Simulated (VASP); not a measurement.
# Sb (Fm-3m) in VASP: a series of runs

The runs below take Sb through relaxation of cell and atoms, with PBE.

Everything below comes from runs of VASP 6.6.1. Logs are shortened: lines on timing, memory, paths and dates and some standing lists are left out, and cuts for length are marked.

**1. The cell of the first run**

Symmetry: Fm-3m, No. 225, cubic system. The conventional cell has a = 4.610 Å, b = 4.610 Å, c = 4.610 Å, α = 90.00°, β = 90.00°, γ = 90.00°. Sb (site symmetry m-3m) has 12 Sb at 3.26 Å within 4.3 Å.

This isn't the form of Sb at room conditions, which is rhombohedral.

**2. Relaxation of cell and atoms, PBE, target pressure 20 GPa, at which the enthalpy is minimised**

Contents of INCAR:

```
PREC = Accurate ; ENCUT = 500
EDIFF = 1E-7 ; ISMEAR = 1
SIGMA = 0.1 ; LREAL = F
LASPH = T ; NELM = 120
ALGO = Normal ; ISIF = 3
LWAVE = F ; LCHARG = F
GGA = PE ; IBRION = 2
NSW = 80 ; EDIFFG = -0.01
PSTRESS = 200.0 ; GGA_COMPAT = F
NELMIN = 4
```

Contents of KPOINTS:

```
regular mesh
0
Gamma
  10 10 10
```

Contents of POSCAR:

```
Sb
1.0
    0.0000000000      2.3050000000      2.3050000000
    2.3050000000      0.0000000000      2.3050000000
    2.3050000000      2.3050000000      0.0000000000
Sb
1
Direct
    0.0000000000      0.0000000000      0.0000000000
```

Potentials or basis: VASP PAW PBE potentials, release 64 (Sb).

The run is started by

```bash
$ cat potpaw_PBE.64/Sb/POTCAR > POTCAR
$ mpirun -np 1 vasp_std > vasp.out
```

OUTCAR:

```text
PREC = Accurate
   ENCUT = 500
   EDIFF = 1E-7
   ISMEAR = 1
   LREAL = F
   LASPH = T
   NELM = 120
   ISIF = 3
   GGA = PE
   IBRION = 2
   NSW = 80
   EDIFFG = -0.01
   PSTRESS = 200.0
   NELMIN = 4

 ion  position               nearest neighbor table
   1  0.000  0.000  0.000-

  LATTYP: Found a face centered cubic cell.
 ALAT       =     4.6100000000

  Lattice vectors:

 A1 = (   0.0000000000,   2.3050000000,   2.3050000000)
 A2 = (   2.3050000000,   0.0000000000,   2.3050000000)
 A3 = (   2.3050000000,   2.3050000000,   0.0000000000)

Analysis of symmetry for initial positions (statically):
=====================================================================
 Subroutine PRICEL returns:
 Original cell was already a primitive cell.

 Routine SETGRP: Setting up the symmetry group for a
 face centered cubic supercell.

 Subroutine GETGRP returns: Found 48 space group operations
 (whereof 48 operations were pure point group operations)
 out of a pool of 48 trial point group operations.

The static configuration has the point symmetry O_h .

Analysis of symmetry for dynamics (positions and initial velocities):
=====================================================================
 Subroutine PRICEL returns:
 Original cell was already a primitive cell.

 Routine SETGRP: Setting up the symmetry group for a
 face centered cubic supercell.

 Subroutine GETGRP returns: Found 48 space group operations
 (whereof 48 operations were pure point group operations)
 out of a pool of 48 trial point group operations.

The dynamic configuration has the point symmetry O_h .

 Subroutine INISYM returns: Found 48 space group operations
 (whereof 48 operations are pure point group operations),
 and found     1 'primitive' translations

----------------------------------------------------------------------------------------

                                     Primitive cell

  volume of cell :      24.4930

  direct lattice vectors                    reciprocal lattice vectors
     0.000000000  2.305000000  2.305000000    -0.216919740  0.216919740  0.216919740
     2.305000000  0.000000000  2.305000000     0.216919740 -0.216919740  0.216919740
     2.305000000  2.305000000  0.000000000     0.216919740  0.216919740 -0.216919740

  length of vectors
     3.259762261  3.259762261  3.259762261     0.375716010  0.375716010  0.375716010

  position of ions in fractional coordinates (direct lattice)
     0.000000000  0.000000000  0.000000000

  ion indices of the primitive-cell ions
   primitive index   ion index
                 1           1

----------------------------------------------------------------------------------------

 KPOINTS: regular mesh

Automatic generation of k-mesh.
 Grid dimensions read from file:
 generate k-points for:   10   10   10

 Generating k-lattice:

  Cartesian coordinates                     Fractional coordinates (reciprocal lattice)
    -0.021691974  0.021691974  0.021691974     0.100000000  0.000000000  0.000000000
     0.021691974 -0.021691974  0.021691974     0.000000000  0.100000000  0.000000000
     0.021691974  0.021691974 -0.021691974     0.000000000  0.000000000  0.100000000

  Length of vectors
     0.037571601  0.037571601  0.037571601

  Shift w.r.t. Gamma in fractional coordinates (k-lattice)
     0.000000000  0.000000000  0.000000000

 Subroutine IBZKPT returns following result:
 ===========================================

 Found     47 irreducible k-points:

 Following reciprocal coordinates:
            Coordinates               Weight
  0.000000  0.000000  0.000000      1.000000
  0.100000  0.000000  0.000000      8.000000
  0.200000  0.000000  0.000000      8.000000
  0.300000  0.000000  0.000000      8.000000
  0.400000  0.000000  0.000000      8.000000
  0.500000  0.000000  0.000000      4.000000
[... 16 lines left out ...]
  0.300000  0.300000  0.000000      6.000000
  0.400000  0.300000  0.000000     24.000000
 [... further k-points ...]
   k-points           NKPTS =     47   k-points in BZ     NKDIM =     47   number of bands    NBANDS=      6
   number of dos      NEDOS =    301   number of ions     NIONS =      1
   total plane-waves  NPLWV =  13824
   dimension x,y,z NGX =    24 NGY =   24 NGZ =   24
   dimension x,y,z NGXF=    48 NGYF=   48 NGZF=   48
   ions per type =               1
   NGX,Y,Z   is equivalent  to a cutoff of  12.24, 12.24, 12.24 a.u.
   NGXF,Y,Z  is equivalent  to a cutoff of  24.48, 24.48, 24.48 a.u.
 SYSTEM =  unknown system
   PREC   = accura    normal or accurate (medium, high low for compatibility)
   ISTART =      0    job   : 0-new  1-cont  2-samecut
   ICHARG =      2    charge: 1-file 2-atom 10-const
   ISPIN  =      1    spin polarized calculation?
   LNONCOLLINEAR =      F non collinear calculations
   LSORBIT =      F    spin-orbit coupling
   LASPH  =      T    aspherical Exc in radial PAW
   ENCUT  =  500.0 eV  36.75 Ry    6.06 a.u.   5.94  5.94  5.94*2*pi/ulx,y,z
   NELM   =    120;   NELMIN=  4; NELMDL= -5     # of ELM steps
   EDIFF  = 0.1E-06   stopping-criterion for ELM
   LREAL  =      F    real-space projection
   EDIFFG = -.1E-01   stopping-criterion for IOM
   NSW    =     80    number of steps for IOM
   IBRION =      2    ionic relax: 0-MD 1-quasi-New 2-CG
   NFREE  =      1    steps in history (QN), initial steepest desc. (CG)
   ISIF   =      3    stress and relaxation
   ISYM   =      2    0-nonsym 1-usesym 2-fastsym
   POTIM  = 0.5000    time-step for ionic-motion
   TEBEG  =    0.0;   TEEND  =   0.0 temperature during run
   PSTRESS=  200.0 pullay stress
   NELECT =       5.0000    total number of electrons
   NUPDOWN=      -1.0000    fix difference up-down
   EMIN   =  10.00;   EMAX   =-10.00  energy-range for DOS
   EFERMI =   0.00;   METHOD = LEGACY
   ISMEAR =     1;   SIGMA  =   0.10  broadening in eV -4-tet -1-fermi 0-gaus
   EFERMI_NEDOS =   21; number of points for ismear=-14 and -15
   IALGO  =     38    algorithm
   IMIX   =      4    mixing-type and parameters
     AMIX     =   0.40;   BMIX     =  1.00
     AMIX_MAG =   1.60;   BMIX_MAG =  1.00
  volume/ion in A,a.u.               =      24.49       165.29
  Fermi-wavevector in a.u.,A,eV,Ry     =   0.963941  1.821585 12.642299  0.929183
  Thomas-Fermi vector in A             =   2.093530
   LORBIT       =      0    0 simple, 1 ext, 2 COOP (PROOUT), +10 PAW based schemes
   GGA     = PE    functional components
   LHFCALC =     F    Hartree Fock is set to
   AEXX    =    0.0000 exact exchange contribution
   IVDW    =     0    specifies the selected vdW correction
   LEPSILON=     F    determine dielectric tensor
   LRPA    =     F    only Hartree local field effects (RPA)
 conjugate gradient relaxation of ions
 non-spin polarized calculation
 Methfessel and Paxton  Order N= 1 SIGMA  =   0.10
  energy-cutoff  :      500.00
  volume of cell :       24.49
 maximum number of plane-waves:       636
   NGX = 11   NGY = 11   NGZ = 11

--------------------------------------- Ionic step        1  -------------------------------------------

 number of electron       4.9999999 magnetization

 Free energy of the ion-electron system (eV)
  ---------------------------------------------------
  ext. energy  EPLUGINS =         0.00000000
  ---------------------------------------------------
  free energy    TOTEN  =        -3.75257441 eV

  energy without entropy =       -3.75246989  energy(sigma->0) =       -3.75253957

 E-fermi :   9.7604     XC(G=0): -10.6556

 val. band max:        9.6852125331   @ k =  -0.2000   0.1000   0.0000
 cond. band min:       9.7626916702   @ k =  -0.2000   0.2000   0.0000
 fundamental gap:      0.0774791371
 Fermi energy:         9.7604494340

 k-point     1 :       0.0000    0.0000    0.0000
  band No.  band energies     occupation
      1      -3.8952      2.00000
      2      15.8611      0.00000
      3      15.8611      0.00000
      4      15.8611      0.00000
      5      20.0337      0.00000
      6      20.0836      0.00000

 k-point     2 :       0.1000    0.0000    0.0000
  band No.  band energies     occupation
      1      -3.6789      2.00000
      2      13.9145      0.00000
      3      15.5564      0.00000
      4      15.5564      0.00000
      5      18.9244      0.00000
      6      20.5614      0.00000
[... 181 lines left out ...]
 k-point    23 :       0.3000    0.3000    0.0000
  band No.  band energies     occupation
      1      -1.3173      2.00000
      2       9.5985      2.04437
      3      11.4582     -0.00000
      4      11.4582     -0.00000
      5      15.2731      0.00000
      6      15.5849      0.00000

 k-point    24 :       0.4000    0.3000    0.0000
  band No.  band energies     occupation
      1      -0.2786      2.00000
      2       7.7876      2.00000
      3      10.0232     -0.00129
      4      11.0607     -0.00000
      5      14.9966      0.00000
      6      16.3683      0.00000

 [... further k-points ...]
[... 5 lines left out ...]
  --------------------------------------------------------------------------------------
  -------------------------------------------------------------------------------------
  Total        1.2591618      1.2591618      1.2591618      0.0000000      0.0000000      0.0000000
  in kB       82.3662599     82.3662599     82.3662599      0.0000000      0.0000000      0.0000000
  external PRESSURE =    -117.6337401 kB  Pullay stress =     200.0000000 kB

 VOLUME and BASIS-vectors are now :
 -----------------------------------------------------------------------------
  energy-cutoff  :      500.00
  volume of cell :       24.49
      direct lattice vectors                 reciprocal lattice vectors
     0.000000000  2.305000000  2.305000000    -0.216919740  0.216919740  0.216919740
     2.305000000  0.000000000  2.305000000     0.216919740 -0.216919740  0.216919740
     2.305000000  2.305000000  0.000000000     0.216919740  0.216919740 -0.216919740
[... 192 lines left out ...]
  FREE ENERGIE OF THE ION-ELECTRON SYSTEM (eV)
  ---------------------------------------------------
  free  energy   TOTEN  =        -3.5547902847 eV

  energy  without entropy=       -3.5547927846  energy(sigma->0) =       -3.55479112

  enthalpy is  TOTEN    =        -0.7903170672 eV   P V=        2.7644732174

--------------------------------------- Ionic step        7  -------------------------------------------

 number of electron       5.0000000 magnetization

 Free energy of the ion-electron system (eV)
  ---------------------------------------------------
  ext. energy  EPLUGINS =         0.00000000
  ---------------------------------------------------
  free energy    TOTEN  =        -3.55088905 eV

  energy without entropy =       -3.55091528  energy(sigma->0) =       -3.55089779

 E-fermi :  11.2805     XC(G=0): -11.1213

 val. band max:       11.1941908921   @ k =  -0.2000   0.2000   0.0000
 cond. band min:      11.3089805679   @ k =  -0.2000   0.1000   0.0000
 fundamental gap:      0.1147896758
 Fermi energy:        11.2805189030

 k-point     1 :       0.0000    0.0000    0.0000
  band No.  band energies     occupation
      1      -3.3160      2.00000
      2      18.2311      0.00000
      3      18.2311      0.00000
      4      18.2311      0.00000
      5      21.4805      0.00000
      6      21.9650      0.00000

 k-point     2 :       0.1000    0.0000    0.0000
  band No.  band energies     occupation
      1      -3.0790      2.00000
      2      15.9642      0.00000
      3      17.8525      0.00000
      4      17.8525      0.00000
      5      20.6249      0.00000
      6      22.5417      0.00000
[... 181 lines left out ...]
 k-point    23 :       0.3000    0.3000    0.0000
  band No.  band energies     occupation
      1      -0.4770      2.00000
      2      11.4852     -0.01370
      3      13.1367     -0.00000
      4      13.1367     -0.00000
      5      16.7791      0.00000
      6      17.1769      0.00000

 k-point    24 :       0.4000    0.3000    0.0000
  band No.  band energies     occupation
      1       0.6862      2.00000
      2       9.4178      2.00000
      3      11.4896     -0.01181
      4      12.6922     -0.00000
      5      16.5651      0.00000
      6      18.1168      0.00000

 [... further k-points ...]
[... 5 lines left out ...]
  --------------------------------------------------------------------------------------
  -------------------------------------------------------------------------------------
  Total        2.7621167      2.7621167      2.7621167     -0.0000000      0.0000000     -0.0000000
  in kB      200.1133496    200.1133496    200.1133496     -0.0000000      0.0000000     -0.0000000
  external PRESSURE =       0.1133496 kB  Pullay stress =     200.0000000 kB

 VOLUME and BASIS-vectors are now :
 -----------------------------------------------------------------------------
  energy-cutoff  :      500.00
  volume of cell :       22.11
      direct lattice vectors                 reciprocal lattice vectors
     0.000000000  2.227830702  2.227830702    -0.224433571  0.224433571  0.224433571
     2.227830702  0.000000000  2.227830702     0.224433571 -0.224433571  0.224433571
     2.227830702  2.227830702  0.000000000     0.224433571  0.224433571 -0.224433571

 POSITION                                       TOTAL-FORCE (eV/Angst)
 -----------------------------------------------------------------------------------
      0.00000      0.00000      0.00000        -0.000000      0.000000      0.000000
 -----------------------------------------------------------------------------------
    total drift:                                0.000000      0.000000     -0.000000

  FREE ENERGIE OF THE ION-ELECTRON SYSTEM (eV)
  ---------------------------------------------------
  free  energy   TOTEN  =        -3.5508890470 eV

  energy  without entropy=       -3.5509152787  energy(sigma->0) =       -3.55089779

  enthalpy is  TOTEN    =        -0.7903368515 eV   P V=        2.7605521955

 reached required accuracy - stopping structural energy minimisation
```

It took 18 s on 1 thread of AMD EPYC 7R13 (Zen 3), shared host; peak memory 0.12 GiB.

What came out:

* Free energy: -3.5509 eV
* Relaxed volume: 22.11 Å³/atom
* Relaxed cell: a = 3.151 Å, b = 3.151 Å, c = 3.151 Å, α = 60.00°, β = 60.00°, γ = 60.00°
* Space group after relaxing (to 0.1 Å): Fm-3m (No. 225)
* Energy change on relaxing (the run minimises the enthalpy): +201.7 meV/atom
* Ionic steps: 7
* Pressure after relaxing: 20.0 GPa
* Band gap on the k mesh: zero (an odd number of electrons rules out a gap without spin polarisation)

The path:
```tsv
step	energy change (eV)	largest force (eV/Å)	pressure (GPa)	volume (Å³)
1	0.0000	0.0000	8.24	24.49
2	0.9672	0.0000	55.59	18.66
3	0.1846	0.0000	19.10	22.25
4	0.1982	0.0000	19.82	22.14
5	0.2038	0.0000	20.13	22.10
6	0.1978	0.0000	19.81	22.15
7	0.2017	0.0000	20.01	22.11
```

Final structure:
```yaml
crystal:
  lattice:
    - [0.00000, 2.22783, 2.22783]
    - [2.22783, 0.00000, 2.22783]
    - [2.22783, 2.22783, 0.00000]
  atoms:
    - { symbol: Sb, position: [0.00000, 0.00000, 0.00000] }
```

Levels at points of the mesh, in eV from the Fermi level:
```
           k point  band 1  band 2  band 3  band 4  band 5  band 6
(0.00, 0.00, 0.00)  -14.60    6.95    6.95    6.95   10.20   10.68
(0.50, 0.00, 0.00)   -9.64   -7.14    4.71    4.71    9.61    9.67
(0.50, 0.50, 0.00)   -7.39   -6.03    0.46    0.46    4.46    4.59
```

Caveat: the cell is relaxed towards a set pressure, so the run minimises the enthalpy, not the energy; spin-orbit coupling is left out, which moves the levels of the heavy elements.

(Continued in part 2 of 3.)
